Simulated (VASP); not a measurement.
LiNbO3:

```xyz
10
Lattice="2.6449 1.5270 4.6162 -2.6449 1.5270 4.6162 0.0000 -3.0541 4.6162" Properties=species:S:1:pos:R:3 pbc="T T T"
Li    0.0000    0.0000    3.4621
Li    0.0000    0.0000   10.3864
Nb    0.0000    0.0000    0.0000
Nb    0.0000    0.0000    6.9243
O    -0.5631   -1.5270    5.7702
O     1.6040    0.2759    5.7702
O    -1.0409    1.2512    5.7702
O     0.5631    1.5270    8.0783
O    -1.6040   -0.2759    8.0783
O     1.0409   -1.2512    8.0783
```

| Quantity | Value |
| --- | --- |
| Program | VASP 6.6.1 |
| Task | relaxation of cell and atoms |
| Functional | PBE |
| Potentials or basis | VASP PAW PBE potentials, release 64 (Li_sv, Nb_sv, O) |
| Cutoff | 600 eV |
| k mesh | 6 × 6 × 6 |
| Occupations | gaussian, width 0.02 eV |
| Spin | no spin polarisation |

At the start: pressure -2.1 GPa; volume 11.19 Å³/atom.

Question: How do energy, volume and symmetry change on relaxing?

Answer: Over 16 steps the energy falls by 7.8 meV/atom and the volume is 10.83 Å³/atom (-3.2 %); space group R-3c (No. 167, to 0.1 Å) before and after.

The path:
| step | energy change (eV) | largest force (eV/Å) | pressure (GPa) | volume (Å³) |
| --- | --- | --- | --- | --- |
| 1 | 0.0000 | 0.2314 | -2.09 | 111.86 |
| 2 | -0.0236 | 0.3223 | 1.45 | 109.52 |
| 3 | -0.0236 | 0.3236 | 1.51 | 109.48 |
| 4 | -0.0446 | 0.2586 | 1.24 | 109.15 |
| 5 | -0.0761 | 0.0294 | 0.45 | 108.16 |
| 6 | -0.0763 | 0.0047 | 0.37 | 108.06 |
| 7 | -0.0774 | 0.0090 | -0.22 | 108.42 |
| 8 | -0.0774 | 0.0113 | -0.32 | 108.48 |
| 9 | -0.0779 | 0.0082 | -0.02 | 108.36 |
| 10 | -0.0779 | 0.0073 | -0.03 | 108.37 |
| 11 | -0.0779 | 0.0068 | -0.03 | 108.37 |
| 12 | -0.0779 | 0.0065 | -0.02 | 108.34 |
| 13 | -0.0779 | 0.0042 | 0.08 | 108.26 |
| 14 | -0.0779 | 0.0049 | 0.05 | 108.29 |
| 15 | -0.0779 | 0.0030 | 0.03 | 108.29 |
| 16 | -0.0779 | 0.0010 | -0.01 | 108.29 |

Final structure:
```cif
data_structure
_symmetry_space_group_name_H-M 'P 1'
_symmetry_Int_Tables_number 1
_cell_length_a 5.4913
_cell_length_b 5.4913
_cell_length_c 5.4913
_cell_angle_alpha 56.747
_cell_angle_beta 56.747
_cell_angle_gamma 56.747
_cell_volume 108.29
loop_
_atom_site_label
_atom_site_type_symbol
_atom_site_fract_x
_atom_site_fract_y
_atom_site_fract_z
_atom_site_occupancy
Li1 Li 0.25000 0.25000 0.25000 1
Li2 Li 0.75000 0.75000 0.75000 1
Nb1 Nb 0.00000 0.00000 0.00000 1
Nb2 Nb 0.50000 0.50000 0.50000 1
O1 O 0.13026 0.36974 0.75000 1
O2 O 0.75000 0.13026 0.36974 1
O3 O 0.36974 0.75000 0.13026 1
O4 O 0.86974 0.63026 0.25000 1
O5 O 0.25000 0.86974 0.63026 1
O6 O 0.63026 0.25000 0.86974 1
```

Caveat: the cutoff is under 1.25 times the usual one of these potentials, so pressure, stress and relaxed cells hold a basis-set (Pulay) error.
